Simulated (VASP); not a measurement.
# Na: elastic constants with r2SCAN

Na:

```
CELL_PARAMETERS angstrom
-2.03816 2.03816 2.03816
2.03816 -2.03816 2.03816
2.03816 2.03816 -2.03816
ATOMIC_POSITIONS crystal
Na 0.00000 0.00000 0.00000
```

```
Program                   : VASP 6.6.1
Task                      : elastic constants
Functional                : r2SCAN
Potentials or basis       : VASP PAW PBE potentials, release 64 (Na_pv)
Cutoff                    : 550 eV
k mesh                    : 18 × 18 × 18
Occupations               : fermi-dirac, width 0.1 eV
Spin                      : no spin polarisation
Dipole correction         : no
Ions in elastic constants : relaxed
Further INCAR settings    : ALGO = Normal; EDIFF = 1e-08; IBRION = 6; POTIM = 0.015; NSW = 1; ISIF = 3
```

```
Elastic constants C11, C12, C44 : 10, 9, 8 GPa
Voigt bulk modulus              : 9 GPa
```

Elastic tensor in Voigt notation (GPa, in the Cartesian axes of the cell as first typed):
```
10  9  9  0  0  0
 9 10  9  0  0  0
 9  9 10  0  0  0
 0  0  0  8  0  0
 0  0  0  0  8  0
 0  0  0  0  0  8
```

Clamped-ion elastic tensor (GPa):
```
10  9  9  0  0  0
 9 10  9  0  0  0
 9  9 10  0  0  0
 0  0  0  8  0  0
 0  0  0  0  8  0
 0  0  0  0  0  8
```

It took 27 min on 4 MPI ranks on Intel(R) Xeon(R) 6975P-C (Granite Rapids) (shared host), peak memory 0.66 GiB a rank.

Caveat: the PAW data sets were made with another functional, which shifts forces and pressure a little.
